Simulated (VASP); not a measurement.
# GaB3Sb4 (P3m1) in VASP: relaxation of cell and atoms with PBE

Aim: the relaxation of cell and atoms of GaB3Sb4 with PBE.

All numbers are computed with VASP 6.6.1; they aren't measurements. Logs are shortened: lines on timing, memory, paths and dates and some standing lists are left out, and cuts for length are marked.

## 1. The cell of the first run

It takes space group P3m1 (No. 156, trigonal). Conventional cell: a = 3.851 Å, b = 3.851 Å, c = 12.958 Å, α = 90.00°, β = 90.00°, γ = 120.00°. Within 3.4 Å of Ga (site symmetry 3m) lie 4 Sb at 2.54 to 2.65 Å. B (site symmetry 3m) has 4 Sb at 2.30 to 2.34 Å within 3.0 Å. B (site symmetry 3m) has 4 Sb at 2.30 to 2.34 Å within 3.0 Å. Within 3.1 Å of B (site symmetry 3m) lie 4 Sb at 2.31 to 2.34 Å. Sb (site symmetry 3m) has 3 B at 2.34 Å and 1 Ga at 2.65 Å within 3.1 Å. Within 3.0 Å of Sb (site symmetry 3m) lie 4 B at 2.30 to 2.34 Å. Sb (site symmetry 3m) has 1 B at 2.30 Å and 3 Ga at 2.54 Å within 3.0 Å. Sb (site symmetry 3m) has 4 B at 2.31 to 2.34 Å within 3.1 Å.

## 2. Relaxation of cell and atoms, PBE

INCAR reads:

```
ALGO = Normal
EDIFF = 1E-7
EDIFFG = -0.01
ENCUT = 500
GGA = PE
GGA_COMPAT = F
IBRION = 2
ISIF = 3
ISMEAR = 0
LASPH = T
LCHARG = F
LREAL = F
LWAVE = F
NELM = 120
NELMIN = 4
NSW = 100
PREC = Accurate
SIGMA = 0.1
```

KPOINTS reads:

```
k-points
0
Gamma
  12 12 4
```

POSCAR reads:

```
GaB3Sb4
1.0
    3.8511128602      0.0000000000      0.0000000000
   -1.9255564301      3.3351615697      0.0000000000
    0.0000000000      0.0000000000     12.9578081668
Ga B Sb
1 3 4
Direct
    0.6666666667      0.3333333333      0.2558223062
    0.6666666667      0.3333333333      0.7501798403
    0.3333333333      0.6666666667      0.9839438394
    0.3333333333      0.6666666667      0.5161884378
    0.6666666667      0.3333333333      0.4602942857
    0.6666666667      0.3333333333      0.9279199731
    0.3333333333      0.6666666667      0.1611298993
    0.3333333333      0.6666666667      0.6943213781
```

Potentials or basis: VASP PAW PBE potentials, release 64 (Ga_d, B, Sb).

Launch:

```sh
$ cat potpaw_PBE.64/Ga_d/POTCAR potpaw_PBE.64/B/POTCAR potpaw_PBE.64/Sb/POTCAR > POTCAR
$ mpirun -np 1 vasp_std > vasp.out
```

OUTCAR:

```text
EDIFF = 1E-7
   EDIFFG = -0.01
   ENCUT = 500
   GGA = PE
   IBRION = 2
   ISIF = 3
   ISMEAR = 0
   LASPH = T
   LREAL = F
   NELM = 120
   NELMIN = 4
   NSW = 100
   PREC = Accurate

 ion  position               nearest neighbor table
   1  0.667  0.333  0.256-   7 2.54   7 2.54   7 2.54   5 2.65
   2  0.667  0.333  0.750-   6 2.30   8 2.34   8 2.34   8 2.34
   3  0.333  0.667  0.984-   7 2.30   6 2.34   6 2.34   6 2.34
   4  0.333  0.667  0.516-   8 2.31   5 2.34   5 2.34   5 2.34
   5  0.667  0.333  0.460-   4 2.34   4 2.34   4 2.34   1 2.65   8 3.76   8 3.76   8 3.76
   6  0.667  0.333  0.928-   2 2.30   3 2.34   3 2.34   3 2.34   7 3.75   7 3.75   7 3.75   8 3.76
                             8 3.76   8 3.76
   7  0.333  0.667  0.161-   3 2.30   1 2.54   1 2.54   1 2.54   6 3.75   6 3.75   6 3.75
   8  0.333  0.667  0.694-   4 2.31   2 2.34   2 2.34   2 2.34   6 3.76   6 3.76   6 3.76   5 3.76
                             5 3.76   5 3.76

  LATTYP: Found a hexagonal cell.
 ALAT       =     3.8511128602
 C/A-ratio  =     3.3646918793

  Lattice vectors:

 A1 = (   3.8511128602,   0.0000000000,   0.0000000000)
 A2 = (  -1.9255564301,   3.3351615697,   0.0000000000)
 A3 = (   0.0000000000,   0.0000000000,  12.9578081668)

Analysis of symmetry for initial positions (statically):
=====================================================================
 Subroutine PRICEL returns:
 Original cell was already a primitive cell.

 Routine SETGRP: Setting up the symmetry group for a
 hexagonal supercell.

 Subroutine GETGRP returns: Found  6 space group operations
 (whereof  6 operations were pure point group operations)
 out of a pool of 24 trial point group operations.

The static configuration has the point symmetry C_3v.

Analysis of symmetry for dynamics (positions and initial velocities):
=====================================================================
 Subroutine PRICEL returns:
 Original cell was already a primitive cell.

 Routine SETGRP: Setting up the symmetry group for a
 hexagonal supercell.

 Subroutine GETGRP returns: Found  6 space group operations
 (whereof  6 operations were pure point group operations)
 out of a pool of 24 trial point group operations.

The dynamic configuration has the point symmetry C_3v.

 Subroutine INISYM returns: Found  6 space group operations
 (whereof  6 operations are pure point group operations),
 and found     1 'primitive' translations

----------------------------------------------------------------------------------------

                                     Primitive cell

  volume of cell :     166.4312

  direct lattice vectors                    reciprocal lattice vectors
     3.851112860  0.000000000  0.000000000     0.259665202  0.149917774  0.000000000
    -1.925556430  3.335161570  0.000000000     0.000000000  0.299835549  0.000000000
     0.000000000  0.000000000 12.957808167     0.000000000  0.000000000  0.077173546

  length of vectors
     3.851112860  3.851112860 12.957808167     0.299835549  0.299835549  0.077173546

  position of ions in fractional coordinates (direct lattice)
     0.666666667  0.333333333  0.255822306
     0.666666667  0.333333333  0.750179840
     0.333333333  0.666666667  0.983943839
     0.333333333  0.666666667  0.516188438
     0.666666667  0.333333333  0.460294286
     0.666666667  0.333333333  0.927919973
     0.333333333  0.666666667  0.161129899
     0.333333333  0.666666667  0.694321378

  ion indices of the primitive-cell ions
   primitive index   ion index
                 1           1
                 2           2
                 3           3
                 4           4
                 5           5
                 6           6
                 7           7
                 8           8

----------------------------------------------------------------------------------------

 KPOINTS: k-points

Automatic generation of k-mesh.
 Grid dimensions read from file:
 generate k-points for:   12   12    4

 Generating k-lattice:

  Cartesian coordinates                     Fractional coordinates (reciprocal lattice)
     0.021638767  0.012493148  0.000000000     0.083333333  0.000000000  0.000000000
     0.000000000  0.024986296  0.000000000     0.000000000  0.083333333  0.000000000
     0.000000000  0.000000000  0.019293386     0.000000000  0.000000000  0.250000000

  Length of vectors
     0.024986296  0.024986296  0.019293386

  Shift w.r.t. Gamma in fractional coordinates (k-lattice)
     0.000000000  0.000000000  0.000000000

 Subroutine IBZKPT returns following result:
 ===========================================

 Found     69 irreducible k-points:

 Following reciprocal coordinates:
            Coordinates               Weight
  0.000000  0.000000  0.000000      1.000000
  0.083333  0.000000  0.000000      6.000000
  0.166667  0.000000  0.000000      6.000000
  0.250000 -0.000000  0.000000      6.000000
  0.333333  0.000000  0.000000      6.000000
  0.416667 -0.000000  0.000000      6.000000
[... 16 lines left out ...]
  0.166667  0.000000  0.250000      6.000000
  0.000000  0.166667  0.250000      6.000000
 [... further k-points ...]
   k-points           NKPTS =     69   k-points in BZ     NKDIM =     69   number of bands    NBANDS=     26
   number of dos      NEDOS =    301   number of ions     NIONS =      8
   total plane-waves  NPLWV =  75264
   dimension x,y,z NGX =    28 NGY =   28 NGZ =   96
   dimension x,y,z NGXF=    56 NGYF=   56 NGZF=  192
   ions per type =               1   3   4
   NGX,Y,Z   is equivalent  to a cutoff of  12.09, 12.09, 12.32 a.u.
   NGXF,Y,Z  is equivalent  to a cutoff of  24.17, 24.17, 24.63 a.u.
 SYSTEM =  unknown system
   PREC   = accura    normal or accurate (medium, high low for compatibility)
   ISTART =      0    job   : 0-new  1-cont  2-samecut
   ICHARG =      2    charge: 1-file 2-atom 10-const
   ISPIN  =      1    spin polarized calculation?
   LNONCOLLINEAR =      F non collinear calculations
   LSORBIT =      F    spin-orbit coupling
   LASPH  =      T    aspherical Exc in radial PAW
   ENCUT  =  500.0 eV  36.75 Ry    6.06 a.u.   7.02  7.02 23.63*2*pi/ulx,y,z
   NELM   =    120;   NELMIN=  4; NELMDL= -5     # of ELM steps
   EDIFF  = 0.1E-06   stopping-criterion for ELM
   LREAL  =      F    real-space projection
   EDIFFG = -.1E-01   stopping-criterion for IOM
   NSW    =    100    number of steps for IOM
   IBRION =      2    ionic relax: 0-MD 1-quasi-New 2-CG
   NFREE  =      1    steps in history (QN), initial steepest desc. (CG)
   ISIF   =      3    stress and relaxation
   ISYM   =      2    0-nonsym 1-usesym 2-fastsym
   POTIM  = 0.5000    time-step for ionic-motion
   TEBEG  =    0.0;   TEEND  =   0.0 temperature during run
   PSTRESS=    0.0 pullay stress
   NELECT =      42.0000    total number of electrons
   NUPDOWN=      -1.0000    fix difference up-down
   EMIN   =  10.00;   EMAX   =-10.00  energy-range for DOS
   EFERMI =   0.00;   METHOD = LEGACY
   ISMEAR =     0;   SIGMA  =   0.10  broadening in eV -4-tet -1-fermi 0-gaus
   EFERMI_NEDOS =   21; number of points for ismear=-14 and -15
   IALGO  =     38    algorithm
   IMIX   =      4    mixing-type and parameters
     AMIX     =   0.40;   BMIX     =  1.00
     AMIX_MAG =   1.60;   BMIX_MAG =  1.00
  volume/ion in A,a.u.               =      20.80       140.39
  Fermi-wavevector in a.u.,A,eV,Ry     =   1.034538  1.954993 14.561887  1.070268
  Thomas-Fermi vector in A             =   2.168838
   LORBIT       =      0    0 simple, 1 ext, 2 COOP (PROOUT), +10 PAW based schemes
   GGA     = PE    functional components
   LHFCALC =     F    Hartree Fock is set to
   AEXX    =    0.0000 exact exchange contribution
   IVDW    =     0    specifies the selected vdW correction
   LEPSILON=     F    determine dielectric tensor
   LRPA    =     F    only Hartree local field effects (RPA)
 conjugate gradient relaxation of ions
 non-spin polarized calculation
 Gauss-broadening in eV      SIGMA  =   0.10
  energy-cutoff  :      500.00
  volume of cell :      166.43
 maximum number of plane-waves:      4252
   NGX = 13   NGY = 13   NGZ = 47

--------------------------------------- Ionic step        1  -------------------------------------------

 number of electron      41.9999997 magnetization

 Free energy of the ion-electron system (eV)
  ---------------------------------------------------
  ext. energy  EPLUGINS =         0.00000000
  ---------------------------------------------------
  free energy    TOTEN  =       -36.57722517 eV

  energy without entropy =      -36.57193977  energy(sigma->0) =      -36.57458247

------------------------ aborting loop because EDIFF is reached ----------------------------------------

  FORCE on cell =-STRESS in cart. coord.  units (eV):
  Direction    XX          YY          ZZ          XY          YZ          ZX
  --------------------------------------------------------------------------------------
  -------------------------------------------------------------------------------------
  Total        0.0727878      0.0727878      0.4640467      0.0000000      0.0000000      0.0000000
  in kB        0.7007039      0.7007039      4.4672231      0.0000000      0.0000000      0.0000000
  external PRESSURE =       1.9562103 kB  Pullay stress =       0.0000000 kB
[... 153 lines left out ...]
  energy  without entropy=      -36.5725218735  energy(sigma->0) =      -36.57512965

--------------------------------------- Ionic step        5  -------------------------------------------

 number of electron      41.9999997 magnetization

 Free energy of the ion-electron system (eV)
  ---------------------------------------------------
  ext. energy  EPLUGINS =         0.00000000
  ---------------------------------------------------
  free energy    TOTEN  =       -36.57781543 eV

  energy without entropy =      -36.57261756  energy(sigma->0) =      -36.57521650

 E-fermi :   7.2757     XC(G=0):  -9.7609

 val. band max:        7.2730787980   @ k =   0.0000   0.3333   0.2500
 cond. band min:       7.2901451372   @ k =   0.5000  -0.0000   0.0000
 fundamental gap:      0.0170663392
 Fermi energy:         7.2757107689

 k-point     1 :       0.0000    0.0000    0.0000
  band No.  band energies     occupation
      1      -8.3321      2.00000
      2      -8.3260      2.00000
      3      -8.3260      2.00000
      4      -8.2661      2.00000
      5      -8.2661      2.00000
      6      -6.4065      2.00000
[... 685 lines left out ...]
     25       9.3009      0.00000
     26       9.6458      0.00000

 [... further k-points ...]

------------------------ aborting loop because EDIFF is reached ----------------------------------------

  FORCE on cell =-STRESS in cart. coord.  units (eV):
  Direction    XX          YY          ZZ          XY          YZ          ZX
  --------------------------------------------------------------------------------------
  -------------------------------------------------------------------------------------
  Total       -0.0186043     -0.0186043      0.0032191      0.0000000      0.0000000      0.0000000
  in kB       -0.1786562     -0.1786562      0.0309134      0.0000000      0.0000000      0.0000000
  external PRESSURE =      -0.1087997 kB  Pullay stress =       0.0000000 kB
[... 23 lines left out ...]
  FREE ENERGIE OF THE ION-ELECTRON SYSTEM (eV)
  ---------------------------------------------------
  free  energy   TOTEN  =       -36.5778154290 eV

  energy  without entropy=      -36.5726175616  energy(sigma->0) =      -36.57521650

 reached required accuracy - stopping structural energy minimisation
```

Wall time 24 min (1 thread of Intel Xeon 8259CL, shared host); peak memory 0.47 GiB.

Results:

```
Free energy                           : -36.5778 eV
Relaxed volume                        : 20.86 Å³/atom
Relaxed cell                          : a = 3.851 Å, b = 3.851 Å, c = 12.988 Å, α = 90.00°, β = 90.00°, γ = 120.00°
Space group after relaxing (to 0.1 Å) : P3m1 (No. 156)
Energy gained by relaxing             : 0.1 meV/atom
Ionic steps                           : 5
Pressure after relaxing               : 0.0 GPa
Largest force after relaxing          : 0.008 eV/Å
Band gap on the k mesh                : zero (bands 21 and 22 overlap by 0.48 eV)
```

Forces on the atoms (eV/Å):
```
Ga   0.000  0.000  0.005
B    0.000  0.000  0.003
B    0.000  0.000  0.007
B    0.000  0.000 -0.002
Sb   0.000  0.000 -0.004
Sb   0.000  0.000 -0.001
Sb   0.000  0.000 -0.001
Sb   0.000  0.000 -0.008
```

The path:
```
step  energy change (eV)  largest force (eV/Å)  pressure (GPa)  volume (Å³)
   1              0.0000                0.0248            0.20       166.43
   2             -0.0004                0.0299           -0.11       167.04
   3             -0.0005                0.0240           -0.03       166.88
   4             -0.0005                0.0243           -0.03       166.89
   5             -0.0006                0.0077           -0.01       166.84
```

Final structure:
```yaml
crystal:
  lattice:
    - [3.85140, 0.00000, 0.00000]
    - [-1.92570, 3.33541, 0.00000]
    - [0.00000, 0.00000, 12.98785]
  atoms:
    - { symbol: Ga, position: [0.66667, 0.33333, 0.25595] }
    - { symbol: B, position: [0.66667, 0.33333, 0.75025] }
    - { symbol: B, position: [0.33333, 0.66667, 0.98401] }
    - { symbol: B, position: [0.33333, 0.66667, 0.51619] }
    - { symbol: Sb, position: [0.66667, 0.33333, 0.46017] }
    - { symbol: Sb, position: [0.66667, 0.33333, 0.92789] }
    - { symbol: Sb, position: [0.33333, 0.66667, 0.16113] }
    - { symbol: Sb, position: [0.33333, 0.66667, 0.69421] }
```

Levels at points of the mesh, in eV from the Fermi level:
```csv
k point,band 18,band 19,band 20,band 21,band 22,band 23,band 24,band 25
"(0.00, 0.00, 0.00)",-1.28,-1.02,-0.09,0.39,0.39,0.55,0.63,1.63
"(0.50, 0.00, 0.00)",-3.51,-3.14,-2.90,-1.54,0.01,0.19,0.46,1.32
"(0.00, 0.00, 0.50)",-1.20,-1.20,-0.08,0.31,0.31,0.50,1.33,1.91
"(0.50, 0.00, 0.50)",-3.27,-3.05,-2.78,-1.61,0.05,0.27,0.54,0.73
```

Caveat: semilocal functionals underestimate gaps, so a narrow gap can read as zero; spin-orbit coupling is left out, which moves the levels of the heavy elements.
